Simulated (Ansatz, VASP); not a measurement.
Two plane-wave programs on Zr

```
Zr
1.0
     0.00000    3.03961    3.03961
     3.03961    0.00000    3.03961
     3.03961    3.03961    0.00000
Zr
2
Direct
  0.87500 0.87500 0.87500
  0.12500 0.12500 0.12500
```

Alike in both runs: task relaxation of cell and atoms; functional PBEsol; k mesh 12 × 12 × 12; occupations fermi-dirac, width 0.1 eV; no spin polarisation.

|  | VASP | Ansatz |
| --- | --- | --- |
| version | VASP 6.6.1 | Ansatz 0.2.0 |
| potentials or method | VASP PAW PBE potentials, release 64 (Zr_sv) | PAW with Ansatz's default frozen-core files, scalar-relativistic |
| plane-wave cutoff (eV) | 600 | 420 |
| valence electrons in the cell | 24 | 24 |

Ansatz gave:

- relaxed volume (Å³/atom): 28.92
- relaxed cell length with the largest relative difference (Å): 4.341

Task: Which values does VASP return?

Result: Relaxed volume (Å³/atom): 29.07; relaxed cell length with the largest relative difference (Å): 4.348.

VASP's potentials were made for PBE, not for PBEsol.
